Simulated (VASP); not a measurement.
# C in VASP: further runs, part 2 of 2

VASP 6.6.1. The steps go on from the part before.

## 4. Single point, PBE, collinear spin

This run uses another cell than the first one: it holds 1 atom, not 4.

INCAR reads:

```
SYSTEM = C
PREC = Accurate
ENCUT = 520
EDIFF = 1E-6
ISMEAR = 0
SIGMA = 0.05
LREAL = .False.
LASPH = .True.
NELM = 150
ALGO = Normal
ISIF = 2
LWAVE = .False.
LCHARG = .False.
ISPIN = 2
MAGMOM = 0.5
LORBIT = 11
GGA = PE
NBANDS = 12
```

KPOINTS reads:

```
regular mesh
0
Gamma
  1 1 46
  0 0 0
```

POSCAR reads:

```
C
1.0
    9.0000000000      0.0000000000      0.0000000000
    0.0000000000      9.3000000000      0.0000000000
    0.0000000000      0.0000000000      1.2822806338
C
1
Direct
    0.5000000000      0.5000000000      0.0000000000
```

Launch:

```sh
$ cat potpaw_PBE.64/C/POTCAR > POTCAR
$ mpirun -np 1 vasp_std > vasp.out
```

It took 95 s on 1 thread of Intel Xeon 8259CL, shared host; peak memory 0.26 GiB.

It converged, with:

| Quantity | Value |
| --- | --- |
| Free energy | -8.2565 eV |
| Band gap on the k mesh | zero (filled and empty bands overlap) |
| Net moment | 0.00 μB per cell |
| Valence electrons inside the program's atomic spheres | C 2.68 |

Levels at points of the mesh, in eV from the Fermi level:
Spin up:
```
           k point  band 1  band 2  band 3  band 4  band 5
(0.00, 0.00, 0.00)  -16.16   -5.21   -5.21    4.39    6.15
(0.00, 0.00, 0.50)   -8.94    8.70   11.28   11.28   22.96
```
Spin down:
```tsv
k point	band 1	band 2	band 3	band 4	band 5	band 6	band 7
(0.00, 0.00, 0.00)	-16.16	-5.21	-5.21	4.39	6.15	6.19	6.26
(0.00, 0.00, 0.50)	-8.94	8.70	11.28	11.28	22.96	22.96	26.31
```

## 5. Single point, PBE, collinear spin

This run uses another cell than the first one: it holds 1 atom, not 4.

INCAR reads:

```
SYSTEM = C
  ALGO = Normal
  EDIFF = 1E-7
  ENCUT = 520
  GGA = PE
  ISIF = 2
  ISMEAR = 0
  ISPIN = 2
  LASPH = .TRUE.
  LCHARG = .FALSE.
  LORBIT = 11
  LREAL = .FALSE.
  LWAVE = .FALSE.
  MAGMOM = 0.5
  NBANDS = 12
  NELM = 150
  PREC = Accurate
  SIGMA = 0.05
```

KPOINTS reads:

```
k-points
0
G
  1 1 46
  0 0 0
```

POSCAR, as its differences from that of step 4:

```diff
@@ -4,3 +4,3 @@
     0.0000000000      9.3000000000      0.0000000000
-    0.0000000000      0.0000000000      1.2822806338
+    0.0000000000      0.0000000000      1.3918441385
 C
```

Potentials or basis: VASP PAW PBE potentials, release 64 (C).

Launch:

```sh
$ cat potpaw_PBE.64/C/POTCAR > POTCAR
$ mpirun -np 1 vasp_std > vasp.out
```

OUTCAR:

```text
SYSTEM = C
   EDIFF = 1E-7
   ENCUT = 520
   GGA = PE
   ISIF = 2
   ISMEAR = 0
   ISPIN = 2
   LASPH = .TRUE.
   LORBIT = 11
   LREAL = .FALSE.
   NELM = 150
   PREC = Accurate

 ion  position               nearest neighbor table
   1  0.500  0.500  0.000-

  LATTYP: Found a simple orthorhombic cell.
 ALAT       =     1.3918441385
 B/A-ratio  =     6.4662412630
 C/A-ratio  =     6.6817826384
[... 930 lines left out ...]
  Direction    XX          YY          ZZ          XY          YZ          ZX
  --------------------------------------------------------------------------------------
  -------------------------------------------------------------------------------------
  Total       -0.0037042     -0.0038525     -8.5912734      0.0000000      0.0000000     -0.0000000
  in kB       -0.0509440     -0.0529829   -118.1549880      0.0000000      0.0000000     -0.0000000
  external PRESSURE =     -39.4196383 kB  Pullay stress =       0.0000000 kB

 VOLUME and BASIS-vectors are now :
 -----------------------------------------------------------------------------
  energy-cutoff  :      520.00
  volume of cell :      116.50
      direct lattice vectors                 reciprocal lattice vectors
     9.000000000  0.000000000  0.000000000     0.111111111  0.000000000  0.000000000
     0.000000000  9.300000000  0.000000000     0.000000000  0.107526882  0.000000000
     0.000000000  0.000000000  1.391844138     0.000000000  0.000000000  0.718471251

 POSITION                                       TOTAL-FORCE (eV/Angst)
 -----------------------------------------------------------------------------------
      4.50000      4.65000      0.00000         0.000000      0.000000      0.000000
 -----------------------------------------------------------------------------------
    total drift:                                0.000000      0.000000      0.000000

  FREE ENERGIE OF THE ION-ELECTRON SYSTEM (eV)
  ---------------------------------------------------
  free  energy   TOTEN  =        -7.8813602496 eV

  energy  without entropy=       -7.8813602496  energy(sigma->0) =       -7.88136025

 total charge

# of ion       s       p       d       tot
------------------------------------------
    1        0.822   1.602   0.000   2.424

 magnetization (x)

# of ion       s       p       d       tot
------------------------------------------
    1       -0.000  -0.000   0.000  -0.000
```

Run time: 1.9 min. Hardware: 1 thread of Intel Xeon 8259CL, shared host; peak memory 0.26 GiB.

Results:

```
Free energy                                           : -7.8814 eV
Band gap on the k mesh                                : zero (filled and empty bands overlap)
Net moment                                            : 0.00 μB per cell
Valence electrons inside the program's atomic spheres : C 2.42
```

Levels at points of the mesh, in eV from the Fermi level:
Spin up:
```csv
k point,band 1,band 2,band 3,band 4,band 5,band 6,band 7
"(0.00, 0.00, 0.00)",-15.17,-4.24,-4.24,4.77,6.55,6.55,6.66
"(0.00, 0.00, 0.50)",-8.02,5.20,8.86,8.86,20.58,20.58,23.41
```
Spin down:
| k point | band 1 | band 2 | band 3 | band 4 | band 5 |
| --- | --- | --- | --- | --- | --- |
| (0.00, 0.00, 0.00) | -15.17 | -4.24 | -4.24 | 4.77 | 6.55 |
| (0.00, 0.00, 0.50) | -8.02 | 5.20 | 8.86 | 8.86 | 20.58 |

## 6. The runs side by side

| cell | k mesh | gap on the mesh (eV) | moment (μB) | largest force (eV/Å) |
| --- | --- | --- | --- | --- |
| a = 10.500, b = 9.300, c = 2.784 Å, 4 atoms, atomic positions A | 1 × 1 × 23 | - | 0.00 | 0.90 |
| a = 10.500, b = 9.300, c = 2.896 Å, 4 atoms, atomic positions B | 1 × 1 × 23 | - | 0.00 | 0.08 |
| a = 9.000, b = 9.300, c = 1.282 Å, 1 atom, atomic positions C | 1 × 1 × 46 | none | 0.00 | - |
| a = 9.000, b = 9.300, c = 1.392 Å, 1 atom, atomic positions C | 1 × 1 × 46 | none | 0.00 | - |

Alike in all rows: task single point; level PBE; potentials or basis VASP PAW PBE potentials, release 64 (C); spin collinear; cutoff (eV) 520; smearing gaussian 0.05 eV.

Absolute energies hang on the potentials; compare differences alone.
